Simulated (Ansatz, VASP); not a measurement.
**One calculation of Ta, two programs**

```xyz
2
Lattice="-2.1085 2.1085 1.1512 2.1085 -2.1085 1.1512 2.1085 2.1085 -1.1512" Properties=species:S:1:pos:R:3 pbc="T T T"
Ta    0.0000   -1.0542   -0.2878
Ta    0.0000    1.0542    0.2878
```

Change from the starting cell: volume scaled by 0.52, LAPW.

Alike in both runs: task single point; functional PBE; k mesh 17 × 17 × 17; occupations fermi-dirac, width 0.1 eV; no spin polarisation.

|  | VASP | Ansatz |
| --- | --- | --- |
| version | VASP 6.6.1 | Ansatz 0.2.0 |
| potentials or method | VASP PAW PBE potentials, release 64 (Ta_pv), cutoff 520 eV | all-electron LAPW, scalar-relativistic |

|  | VASP | Ansatz | Ansatz less VASP |
| --- | --- | --- | --- |
| pressure (GPa) | 381.2 | 366.9 | -14.30 |
| traceless stress, the component that is largest in VASP (GPa) | 0.18 | 0.14 | -0.040 |

Both programs put the cell under a high pressure, so it lies far from rest at this level. Ansatz ran all-electron here, and VASP with PAW potentials. Ansatz's warnings: cushion ram shed, subspace factor ram capped.

Neither program's run includes spin-orbit coupling. Noted on VASP's run: the cell as given lies far from equilibrium.
